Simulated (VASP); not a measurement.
# ZrBr (R-3m) in VASP: further runs

Runs on ZrBr. Level: LDA. Tasks: electric field gradients.

Everything below comes from runs of VASP 6.6.1. Logs are shortened: lines on timing, memory, paths and dates and some standing lists are left out, and cuts for length are marked.

## Step 1: The cell of the first run

It takes space group R-3m (No. 166, trigonal). Conventional cell: a = 3.526 Å, b = 3.526 Å, c = 28.257 Å, α = 90.00°, β = 90.00°, γ = 120.00°. Within 3.6 Å of Zr (site symmetry 3m) lie 3 Br at 2.76 Å and 9 Zr at 3.15 to 3.53 Å. Within 3.6 Å of Br (site symmetry 3m) lie 3 Zr at 2.76 Å and 6 Br at 3.53 Å.

## Step 2: Electric field gradients, LDA (25.36 Å³/atom)

The input, INCAR:

```
  PREC = Accurate
  ENCUT = 520
  EDIFF = 1E-8
  ISMEAR = -1
  SIGMA = 0.02
  LREAL = False
  LASPH = True
  NELM = 100
  ALGO = Normal
  ISIF = 2
  LWAVE = False
  LCHARG = False
  GGA = CA
  LEFG = True
  NBANDS = 27
```

The input, KPOINTS:

```
regular mesh
0
Gamma
  10 10 10
```

The input, POSCAR:

```
ZrBr
1.0
    1.7631514035      1.0179559374      9.4189686933
   -1.7631514035      1.0179559374      9.4189686933
    0.0000000000     -2.0359118749      9.4189686933
Zr Br
2 2
Direct
    0.2092000000      0.2092000000      0.2092000000
    0.7908000000      0.7908000000      0.7908000000
    0.3917000000      0.3917000000      0.3917000000
    0.6083000000      0.6083000000      0.6083000000
```

Potentials or basis: VASP PAW LDA potentials, release 64 (Zr_sv, Br).

Launch:

```console
$ cat potpaw_LDA.64/Zr_sv/POTCAR potpaw_LDA.64/Br/POTCAR > POTCAR
$ mpirun -np 1 vasp_std > vasp.out
```

OUTCAR:

```text
PREC = Accurate
   ENCUT = 520
   EDIFF = 1E-8
   ISMEAR = -1
   LREAL = False
   LASPH = True
   NELM = 100
   ISIF = 2
   GGA = CA

 ion  position               nearest neighbor table
   1  0.209  0.209  0.209-   4 2.76   4 2.76   4 2.76   2 3.15   2 3.15   2 3.15
   2  0.791  0.791  0.791-   3 2.76   3 2.76   3 2.76   1 3.15   1 3.15   1 3.15
   3  0.392  0.392  0.392-   2 2.76   2 2.76   2 2.76
   4  0.608  0.608  0.608-   1 2.76   1 2.76   1 2.76

  LATTYP: Found a trigonal (rhomboedric) cell.
 ALAT       =     9.6364883857
 COS(alpha) =     0.9330467589

  Lattice vectors:

 A1 = (   1.7631514035,   1.0179559374,   9.4189686933)
 A2 = (  -1.7631514035,   1.0179559374,   9.4189686933)
 A3 = (   0.0000000000,  -2.0359118749,   9.4189686933)

Analysis of symmetry for initial positions (statically):
=====================================================================
 Subroutine PRICEL returns:
 Original cell was already a primitive cell.

 Routine SETGRP: Setting up the symmetry group for a
 trigonal (rhombohedral) supercell.

 Subroutine GETGRP returns: Found 12 space group operations
 (whereof 12 operations were pure point group operations)
 out of a pool of 12 trial point group operations.

The static configuration has the point symmetry D_3d.

Analysis of symmetry for dynamics (positions and initial velocities):
=====================================================================
 Subroutine PRICEL returns:
 Original cell was already a primitive cell.

 Routine SETGRP: Setting up the symmetry group for a
 trigonal (rhombohedral) supercell.

 Subroutine GETGRP returns: Found 12 space group operations
 (whereof 12 operations were pure point group operations)
 out of a pool of 12 trial point group operations.

The dynamic configuration has the point symmetry D_3d.

 Subroutine INISYM returns: Found 12 space group operations
 (whereof 12 operations are pure point group operations),
 and found     1 'primitive' translations

----------------------------------------------------------------------------------------

                                     Primitive cell

  volume of cell :     101.4316

  direct lattice vectors                    reciprocal lattice vectors
     1.763151403  1.017955937  9.418968693     0.283583134  0.163726799  0.035389579
    -1.763151403  1.017955937  9.418968693    -0.283583134  0.163726799  0.035389579
     0.000000000 -2.035911875  9.418968693     0.000000000 -0.327453597  0.035389579

  length of vectors
     9.636488386  9.636488386  9.636488386     0.329360411  0.329360411  0.329360411

  position of ions in fractional coordinates (direct lattice)
     0.209200000  0.209200000  0.209200000
     0.790800000  0.790800000  0.790800000
     0.391700000  0.391700000  0.391700000
     0.608300000  0.608300000  0.608300000

  ion indices of the primitive-cell ions
   primitive index   ion index
                 1           1
                 2           2
                 3           3
                 4           4

----------------------------------------------------------------------------------------

 KPOINTS: regular mesh

Automatic generation of k-mesh.
 Grid dimensions read from file:
 generate k-points for:   10   10   10

 Generating k-lattice:

  Cartesian coordinates                     Fractional coordinates (reciprocal lattice)
     0.028358313  0.016372680  0.003538958     0.100000000 -0.000000000  0.000000000
    -0.028358313  0.016372680  0.003538958    -0.000000000  0.100000000  0.000000000
     0.000000000 -0.032745360  0.003538958     0.000000000  0.000000000  0.100000000

  Length of vectors
     0.032936041  0.032936041  0.032936041

  Shift w.r.t. Gamma in fractional coordinates (k-lattice)
     0.000000000  0.000000000  0.000000000

 Subroutine IBZKPT returns following result:
 ===========================================

 Found    116 irreducible k-points:

 Following reciprocal coordinates:
            Coordinates               Weight
  0.000000  0.000000  0.000000      1.000000
  0.100000  0.000000 -0.000000      6.000000
  0.200000  0.000000 -0.000000      6.000000
  0.300000  0.000000 -0.000000      6.000000
  0.400000  0.000000 -0.000000      6.000000
  0.500000  0.000000 -0.000000      3.000000
[... 16 lines left out ...]
  0.300000  0.300000 -0.000000      6.000000
  0.400000  0.300000 -0.000000     12.000000
 [... further k-points ...]
   k-points           NKPTS =    116   k-points in BZ     NKDIM =    116   number of bands    NBANDS=     27
   number of dos      NEDOS =    301   number of ions     NIONS =      4
   total plane-waves  NPLWV = 373248
   dimension x,y,z NGX =    72 NGY =   72 NGZ =   72
   dimension x,y,z NGXF=   144 NGYF=  144 NGZF=  144
   ions per type =               2   2
   NGX,Y,Z   is equivalent  to a cutoff of  12.42, 12.42, 12.42 a.u.
   NGXF,Y,Z  is equivalent  to a cutoff of  24.84, 24.84, 24.84 a.u.
 SYSTEM =  unknown system
   PREC   = accura    normal or accurate (medium, high low for compatibility)
   ISTART =      0    job   : 0-new  1-cont  2-samecut
   ICHARG =      2    charge: 1-file 2-atom 10-const
   ISPIN  =      1    spin polarized calculation?
   LNONCOLLINEAR =      F non collinear calculations
   LSORBIT =      F    spin-orbit coupling
   LASPH  =      T    aspherical Exc in radial PAW
   ENCUT  =  520.0 eV  38.22 Ry    6.18 a.u.  17.92 17.92 17.92*2*pi/ulx,y,z
   NELM   =    100;   NELMIN=  2; NELMDL= -5     # of ELM steps
   EDIFF  = 0.1E-07   stopping-criterion for ELM
   LREAL  =      F    real-space projection
   EDIFFG = 0.1E-06   stopping-criterion for IOM
   NSW    =      0    number of steps for IOM
   IBRION =     -1    ionic relax: 0-MD 1-quasi-New 2-CG
   NFREE  =      0    steps in history (QN), initial steepest desc. (CG)
   ISIF   =      2    stress and relaxation
   ISYM   =      2    0-nonsym 1-usesym 2-fastsym
   POTIM  = 0.5000    time-step for ionic-motion
   TEBEG  =    0.0;   TEEND  =   0.0 temperature during run
   PSTRESS=    0.0 pullay stress
   NELECT =      38.0000    total number of electrons
   NUPDOWN=      -1.0000    fix difference up-down
   EMIN   =  10.00;   EMAX   =-10.00  energy-range for DOS
   EFERMI =   0.00;   METHOD = LEGACY
   ISMEAR =    -1;   SIGMA  =   0.02  broadening in eV -4-tet -1-fermi 0-gaus
   EFERMI_NEDOS =   21; number of points for ismear=-14 and -15
   IALGO  =     38    algorithm
   IMIX   =      4    mixing-type and parameters
     AMIX     =   0.40;   BMIX     =  1.00
     AMIX_MAG =   1.60;   BMIX_MAG =  1.00
  volume/ion in A,a.u.               =      25.36       171.12
  Fermi-wavevector in a.u.,A,eV,Ry     =   1.180171  2.230200 18.950246  1.392804
  Thomas-Fermi vector in A             =   2.316468
   LORBIT       =      0    0 simple, 1 ext, 2 COOP (PROOUT), +10 PAW based schemes
   GGA     = CA    functional components
   LHFCALC =     F    Hartree Fock is set to
   AEXX    =    0.0000 exact exchange contribution
   IVDW    =     0    specifies the selected vdW correction
   LEPSILON=     F    determine dielectric tensor
   LRPA    =     F    only Hartree local field effects (RPA)
 non-spin polarized calculation
  energy-cutoff  :      520.00
  volume of cell :      101.43
 maximum number of plane-waves:      2784
   NGX = 35   NGY = 35   NGZ = 35

 number of electron      38.0000000 magnetization

 Free energy of the ion-electron system (eV)
  ---------------------------------------------------
  ext. energy  EPLUGINS =         0.00000000
  ---------------------------------------------------
  free energy    TOTEN  =       -26.98672223 eV

  energy without entropy =      -26.98456711  energy(sigma->0) =      -26.98564467

 E-fermi :   6.4199     XC(G=0): -10.1626

 val. band max:        6.4170132727   @ k =  -0.3000  -0.3000   0.2000
 cond. band min:       6.4202958087   @ k =  -0.4000  -0.4000   0.1000
 fundamental gap:      0.0032825361
 Fermi energy:         6.4199127013

 k-point     1 :       0.0000    0.0000    0.0000
  band No.  band energies     occupation
      1     -42.8696      2.00000
      2     -42.7881      2.00000
      3     -21.3320      2.00000
      4     -20.8908      2.00000
      5     -20.8626      2.00000
      6     -20.8626      2.00000
[... 19 lines left out ...]
     26       9.4468      0.00000
     27       9.4486      0.00000

 k-point     2 :       0.1000    0.0000   -0.0000
  band No.  band energies     occupation
      1     -42.8651      2.00000
      2     -42.7871      2.00000
      3     -21.3188      2.00000
      4     -20.9518      2.00000
      5     -20.8731      2.00000
      6     -20.8355      2.00000
[... 19 lines left out ...]
     26       9.1034      0.00000
     27       9.5353      0.00000

 k-point     3 :       0.2000    0.0000   -0.0000
  band No.  band energies     occupation
      1     -42.8526      2.00000
      2     -42.7847      2.00000
      3     -21.2857      2.00000
      4     -21.0488      2.00000
      5     -20.8996      2.00000
      6     -20.8727      2.00000
[... 19 lines left out ...]
     26       9.3963      0.00000
     27       9.7123      0.00000

 k-point     4 :       0.3000    0.0000   -0.0000
  band No.  band energies     occupation
      1     -42.8359      2.00000
      2     -42.7832      2.00000
      3     -21.2545      2.00000
      4     -21.1494      2.00000
      5     -20.9443      2.00000
      6     -20.9309      2.00000
[... 19 lines left out ...]
     26       9.8508      0.00000
     27      10.0268      0.00000
[... 516 lines left out ...]
      4     -21.1542      2.00000
      5     -21.0433      2.00000
      6     -20.8840      2.00000
[... 19 lines left out ...]
     26       9.8968      0.00000
     27      10.2398      0.00000

 k-point    23 :       0.3000    0.3000   -0.0000
  band No.  band energies     occupation
      1     -42.8359      2.00000
      2     -42.7832      2.00000
      3     -21.2545      2.00000
      4     -21.1495      2.00000
      5     -20.9443      2.00000
      6     -20.9309      2.00000
[... 19 lines left out ...]
     26       9.9110      0.00000
     27      10.4859      0.00000

 k-point    24 :       0.4000    0.3000   -0.0000
  band No.  band energies     occupation
      1     -42.8254      2.00000
      2     -42.7835      2.00000
      3     -21.2434      2.00000
      4     -21.1863      2.00000
      5     -21.0076      2.00000
      6     -20.9177      2.00000
[... 19 lines left out ...]
     26       9.8425      0.00000
     27      10.7245      0.00000

 [... further k-points ...]
[... 5 lines left out ...]
  --------------------------------------------------------------------------------------
  -------------------------------------------------------------------------------------
  Total       -2.7902212     -2.7902212     -3.0148594      0.0000000      0.0000000      0.0000000
  in kB      -44.0733470    -44.0733470    -47.6216519      0.0000000      0.0000000      0.0000000
  external PRESSURE =     -45.2561153 kB  Pullay stress =       0.0000000 kB

 VOLUME and BASIS-vectors are now :
 -----------------------------------------------------------------------------
  energy-cutoff  :      520.00
  volume of cell :      101.43
      direct lattice vectors                 reciprocal lattice vectors
     1.763151403  1.017955937  9.418968693     0.283583134  0.163726799  0.035389579
    -1.763151403  1.017955937  9.418968693    -0.283583134  0.163726799  0.035389579
     0.000000000 -2.035911875  9.418968693     0.000000000 -0.327453597  0.035389579

 POSITION                                       TOTAL-FORCE (eV/Angst)
 -----------------------------------------------------------------------------------
      0.00000     -0.00000      5.91134         0.000000      0.000000     -0.447323
      0.00000     -0.00000     22.34556         0.000000     -0.000000      0.447323
      0.00000     -0.00000     11.06823         0.000000     -0.000000      0.252946
      0.00000     -0.00000     17.18868         0.000000      0.000000     -0.252946
 -----------------------------------------------------------------------------------
    total drift:                                0.000000     -0.000000      0.000000

  FREE ENERGIE OF THE ION-ELECTRON SYSTEM (eV)
  ---------------------------------------------------
  free  energy   TOTEN  =       -26.9867222320 eV

  energy  without entropy=      -26.9845671116  energy(sigma->0) =      -26.98564467

 Electric field gradients (V/A^2)
---------------------------------------------------------------------
 ion       V_xx      V_yy      V_zz      V_xy      V_xz      V_yz
---------------------------------------------------------------------
   1       7.769     7.769   -15.538    -0.000    -0.000     0.000
   2       7.769     7.769   -15.538    -0.000    -0.000     0.000
   3     -14.574   -14.574    29.148    -0.000    -0.000     0.000
   4     -14.574   -14.574    29.148    -0.000    -0.000     0.000
---------------------------------------------------------------------

 Electric field gradients after diagonalization (V/A^2)
 (convention: |V_zz| > |V_xx| > |V_yy|)
----------------------------------------------------------------------
 ion       V_xx      V_yy      V_zz     asymmetry (V_yy - V_xx)/ V_zz
----------------------------------------------------------------------
   1       7.769     7.769   -15.538       0.000
   2       7.769     7.769   -15.538       0.000
   3     -14.574   -14.574    29.148       0.000
   4     -14.574   -14.574    29.148       0.000
----------------------------------------------------------------------

           NMR quadrupolar parameters

 Cq : quadrupolar parameter    Cq=e*Q*V_zz/h
 eta: asymmetry parameters     (V_yy - V_xx)/ V_zz
 Q  : nuclear electric quadrupole moment in mb (millibarn)
----------------------------------------------------------------------
 ion       Cq(MHz)       eta       Q (mb)
----------------------------------------------------------------------
   1      -0.038       0.000       1.000
   2      -0.038       0.000       1.000
   3       0.070       0.000       1.000
   4       0.070       0.000       1.000
----------------------------------------------------------------------
```

It took 35 min on 1 thread of Intel Xeon Platinum 8488C (Sapphire Rapids), shared host; peak memory 0.7 GiB.

What came out:

| Item | Value |
| --- | --- |
| Free energy | -26.9867 eV |
| Pressure | -4.5 GPa |
| Largest force | 0.447 eV/Å |
| Band gap on the k mesh | zero (bands 19 and 20 overlap by 0.26 eV) |
| Largest electric field gradient by atom | Zr -15.5; Br +29.1 V/Å² |

Forces on the atoms (eV/Å):
```
Zr   0.000  0.000 -0.447
Zr   0.000  0.000  0.447
Br   0.000  0.000  0.253
Br   0.000  0.000 -0.253
```

Levels at points of the mesh, in eV from the Fermi level:
```csv
k point,band 16,band 17,band 18,band 19,band 20,band 21,band 22,band 23
"(0.00, 0.00, 0.00)",-3.52,-2.60,-1.37,0.25,0.25,0.57,0.87,0.87
"(0.50, 0.00, 0.00)",-4.29,-1.99,-1.22,-1.10,-0.01,0.99,2.82,3.09
"(0.50, 0.50, 0.00)",-4.21,-2.13,-1.08,-0.99,0.00,0.91,2.94,3.09
"(0.50, 0.50, 0.50)",-3.59,-1.91,-1.82,0.23,0.23,0.58,0.91,0.91
```

Electric field gradients, principal values (V/Å²):
```tsv
atom	least	middle	greatest (by size)
1 Zr	7.769	7.769	-15.538
2 Zr	7.769	7.769	-15.538
3 Br	-14.574	-14.574	29.148
4 Br	-14.574	-14.574	29.148
```

Caveat: the cell stands under tension; without QUAD_EFG the Cq values of the log hold for a quadrupole moment of 1 mb, not for the nuclei.

(Continued in part 2 of 2.)
